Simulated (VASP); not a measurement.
A run of VASP 6.6.1 is set up as follows.

File INCAR:

```
ALGO = Normal
EDIFF = 1E-6
ENCUT = 520
GGA = PE
ISIF = 2
ISMEAR = 0
LASPH = T
LCHARG = F
LREAL = F
LWAVE = F
NBANDS = 72
NELM = 100
PREC = Accurate
SIGMA = 0.1
```

File KPOINTS:

```
k-points
0
Gamma
  4 4 1
```

POSCAR

```
SnPb5O6
1.0
    4.0199845773      0.0000000000      0.0000000000
    0.0000000000      4.0199845773      0.0000000000
    0.0000000000      0.0000000000     16.5446895177
Sn Pb O
1 5 6
Direct
    0.0000000000      0.0000000000      0.7391968143
    0.0000000000      0.0000000000      0.0667047107
    1.0000000000      0.0000000000      0.4065098028
    0.5000000000      0.5000000000      0.2609494227
    0.5000000000      0.5000000000      0.5994165409
    0.5000000000      0.5000000000      0.9211812655
    1.0000000000      0.5000000000      0.9948763014
    0.0000000000      0.5000000000      0.3346364268
    0.0000000000      0.5000000000      0.6735079933
    0.5000000000      0.0000000000      0.9948763014
    0.5000000000      0.0000000000      0.3346364268
    0.5000000000      0.0000000000      0.6735079933
```

Potentials or basis: VASP PAW PBE potentials, release 64 (Sn_d, Pb_d, O).

The run is started by

```bash
$ cat potpaw_PBE.64/Sn_d/POTCAR potpaw_PBE.64/Pb_d/POTCAR potpaw_PBE.64/O/POTCAR > POTCAR
$ mpirun -np 1 vasp_std > vasp.out
```

Task: Predict the pressure.

Result: 0.1 GPa.

Task: Estimate the largest force.

Result: 0.057 eV/Å.

Task: What does it give for the band gap on the k mesh?

Result: 1.50 eV.

Forces on the atoms (eV/Å):
```
Sn   0.000  0.000  0.057
Pb   0.000  0.000  0.032
Pb   0.000  0.000  0.035
Pb   0.000  0.000 -0.035
Pb   0.000  0.000 -0.038
Pb   0.000  0.000 -0.037
O    0.000  0.000  0.003
O    0.000  0.000  0.000
O    0.000  0.000 -0.011
O    0.000  0.000  0.003
O    0.000  0.000  0.000
O    0.000  0.000 -0.011
```

Caveat: spin-orbit coupling is left out, which moves the levels of the heavy elements; an odd mesh through Γ misses points on the zone boundary, where band edges can lie.
